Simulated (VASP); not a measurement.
# BN (I-4m2) in VASP: further runs, part 2 of 2

VASP 6.6.1. Earlier steps stand in the parts before.

**5. Single point, r2SCAN**

This run uses another cell than the first one, of the same volume but with other edges.

POSCAR

```
BN
1.0
    0.0000000000      1.9052826696      1.6194902692
    1.9052826696      0.0000000000      1.6194902692
    1.9052826696      1.9052826696      0.0000000000
B N
1 1
Direct
    0.0000000000      0.0000000000      0.0000000000
    0.7500000000      0.7500000000      0.7500000000
```

INCAR.step1

```
SYSTEM = BN
PREC = Accurate ; ENCUT = 1460
ISMEAR = 0 ; SIGMA = 0.05
LREAL = .False. ; LASPH = .True.
NELM = 120 ; NBANDS = 11
GGA = PE ; ALGO = Normal
EDIFF = 1E-5 ; LWAVE = .True.
LCHARG = .False. ; GGA_COMPAT = .False.
```

INCAR.step2

```
SYSTEM = BN
PREC = Accurate ; ENCUT = 1460
EDIFF = 1E-6 ; ISMEAR = 0
SIGMA = 0.05 ; LREAL = .False.
LASPH = .True. ; NELM = 120
ALGO = Normal ; ISIF = 2
LWAVE = .False. ; LCHARG = .True.
METAGGA = R2SCAN ; LMIXTAU = .True.
LELF = .True. ; LVHAR = .True.
NBANDS = 11 ; ISTART = 1
GGA_COMPAT = .False.
```

KPOINTS

```
Automatic mesh
0
Gamma
  12 12 12
  0 0 0
```

Potentials or basis: VASP PAW PBE potentials, release 64 (B_h, N_h).

Started as:

```sh
cat potpaw_PBE.64/B_h/POTCAR potpaw_PBE.64/N_h/POTCAR > POTCAR
cp INCAR.step1 INCAR
mpirun -np 1 vasp_std > vasp.out
cp INCAR.step2 INCAR
mpirun -np 1 vasp_std > vasp.out
```

OUTCAR:

```text
SYSTEM = BN
   PREC = Accurate
   ENCUT = 1460
   EDIFF = 1E-6
   ISMEAR = 0
   LREAL = .False.
   LASPH = .True.
   NELM = 120
   ISIF = 2
   METAGGA = R2SCAN
   ISTART = 1

 ion  position               nearest neighbor table
   1  0.000  0.000  0.000-
   2  0.750  0.750  0.750-

  LATTYP: Found a body centered tetragonal cell.
 ALAT       =     2.6944765915
 C/A-ratio  =     1.2020815280

  Lattice vectors:

 A1 = (   0.0000000000,  -1.9052826696,  -1.6194902692)
 A2 = (   0.0000000000,   1.9052826696,  -1.6194902692)
 A3 = (   1.9052826696,   0.0000000000,   1.6194902692)

Analysis of symmetry for initial positions (statically):
=====================================================================
 Subroutine PRICEL returns:
 Original cell was already a primitive cell.

 Routine SETGRP: Setting up the symmetry group for a
 body centered tetragonal supercell.

 Subroutine GETGRP returns: Found  8 space group operations
 (whereof  8 operations were pure point group operations)
 out of a pool of 16 trial point group operations.

The static configuration has the point symmetry D_2d.

Analysis of symmetry for dynamics (positions and initial velocities):
=====================================================================
 Subroutine PRICEL returns:
 Original cell was already a primitive cell.

 Routine SETGRP: Setting up the symmetry group for a
 body centered tetragonal supercell.

 Subroutine GETGRP returns: Found  8 space group operations
 (whereof  8 operations were pure point group operations)
 out of a pool of 16 trial point group operations.

The dynamic configuration has the point symmetry D_2d.

 Subroutine INISYM returns: Found  8 space group operations
 (whereof  8 operations are pure point group operations),
 and found     1 'primitive' translations

----------------------------------------------------------------------------------------
[... 118 lines left out ...]
   METAGGA = R2SCAN    functional components
   LHFCALC =     F    Hartree Fock is set to
   AEXX    =    0.0000 exact exchange contribution
   IVDW    =     0    specifies the selected vdW correction
   LEPSILON=     F    determine dielectric tensor
   LRPA    =     F    only Hartree local field effects (RPA)
 non-spin polarized calculation
 Gauss-broadening in eV      SIGMA  =   0.05
  energy-cutoff  :     1460.00
  volume of cell :       11.76
 maximum number of plane-waves:      1522
   NGX = 15   NGY = 15   NGZ = 17

 number of electron       8.0000000 magnetization

 Free energy of the ion-electron system (eV)
  ---------------------------------------------------
  ext. energy  EPLUGINS =         0.00000000
  ---------------------------------------------------
  free energy    TOTEN  =       -18.84621249 eV

  energy without entropy =      -18.84621249  energy(sigma->0) =      -18.84621249

 E-fermi :  10.2421     XC(G=0): -13.8037

 val. band max:        9.8800092660   @ k =   0.0000   0.0000   0.0000
 cond. band min:      12.4548414647   @ k =   0.5000   0.5000   0.0000
 fundamental gap:      2.5748321986
 Fermi energy:        10.2421303079

 k-point     1 :       0.0000    0.0000    0.0000
  band No.  band energies     occupation
      1     -12.2853      2.00000
      2       8.6164      2.00000
      3       8.6164      2.00000
      4       9.8800      2.00000
      5      18.0973      0.00000
      6      19.2488      0.00000
      7      19.2488      0.00000
      8      20.0633      0.00000
      9      33.7568      0.00000
     10      35.4759      0.00000
     11      36.4530      0.00000
[... 309 lines left out ...]
 k-point    24 :      -0.4167    0.1667    0.0000
  band No.  band energies     occupation
      1      -7.5836      2.00000
      2      -0.9995      2.00000
      3       5.1111      2.00000
      4       6.1198      2.00000
      5      17.0941      0.00000
      6      21.6853      0.00000
      7      23.0821      0.00000
      8      25.4150      0.00000
      9      31.0464      0.00000
     10      35.8378      0.00000
     11      36.7529      0.00000

 [... further k-points ...]

------------------------ aborting loop because EDIFF is reached ----------------------------------------

  FORCE on cell =-STRESS in cart. coord.  units (eV):
  Direction    XX          YY          ZZ          XY          YZ          ZX
  --------------------------------------------------------------------------------------
  -------------------------------------------------------------------------------------
  Total       -2.0996538     -2.0996538      3.9782069      0.0000000      0.0000000      0.0000000
  in kB     -286.1087278   -286.1087278    542.0892204      0.0000000      0.0000000      0.0000000
  external PRESSURE =     -10.0427451 kB  Pullay stress =       0.0000000 kB

 VOLUME and BASIS-vectors are now :
 -----------------------------------------------------------------------------
  energy-cutoff  :     1460.00
  volume of cell :       11.76
      direct lattice vectors                 reciprocal lattice vectors
     0.000000000  1.905282670  1.619490269    -0.262428252  0.262428252  0.308739120
     1.905282670  0.000000000  1.619490269     0.262428252 -0.262428252  0.308739120
     1.905282670  1.905282670  0.000000000     0.262428252  0.262428252 -0.308739120

 POSITION                                       TOTAL-FORCE (eV/Angst)
 -----------------------------------------------------------------------------------
      0.00000      0.00000      0.00000         0.000000      0.000000      0.000000
      2.85792      2.85792      2.42924        -0.000000     -0.000000     -0.000000
 -----------------------------------------------------------------------------------
    total drift:                                0.000714      0.000714     -0.000208

  FREE ENERGIE OF THE ION-ELECTRON SYSTEM (eV)
  ---------------------------------------------------
  free  energy   TOTEN  =       -18.8462124894 eV

  energy  without entropy=      -18.8462124894  energy(sigma->0) =      -18.84621249
```

Run time: 2.8 min. Hardware: 1 thread of Intel Xeon Platinum 8375C at 2.90GHz (Ice Lake), shared host; peak memory 0.25 GiB.

What came out:

```
Free energy            : -18.8462 eV
Pressure               : -1.0 GPa
Band gap on the k mesh : 2.57 eV (least direct gap 8.22 eV)
```

Caveat: the stress differs along the axes, from -29 to 54 GPa; the PAW data sets were made with another functional, which shifts forces and pressure a little. A k mesh can miss the band edges.

**6. The runs side by side**

```tsv
cell	gap on the mesh (eV)	pressure (GPa)
a = 2.712, b = 2.712, c = 2.339 Å, angles 64.5, 64.5, 51.1°, 2 atoms	2.39	1.9
a = 2.487, b = 2.487, c = 2.773 Å, angles 56.1, 56.1, 67.8°, 2 atoms	1.78	-2.1
a = 2.522, b = 2.522, c = 2.624 Å, angles 58.6, 58.6, 62.7°, 2 atoms	3.60	-0.5
a = 2.501, b = 2.501, c = 2.694 Å, angles 57.4, 57.4, 65.2°, 2 atoms	2.57	-1.0
```

Alike in all rows: task single point; level r2SCAN; potentials or basis VASP PAW PBE potentials, release 64 (B_h, N_h); no spin polarisation; k mesh 12 × 12 × 12; cutoff (eV) 1460; smearing gaussian 0.05 eV.

Caveats: the PAW data sets were made with another functional, which shifts forces and pressure a little; the stress differs along the axes, from -152 to 79 GPa (at least some runs); the stress differs along the axes, from -40 to 73 GPa (at least some runs); the stress differs along the axes, from -16 to 31 GPa (at least some runs); the stress differs along the axes, from -29 to 54 GPa (at least some runs).

Absolute energies hang on the potentials; compare differences alone.
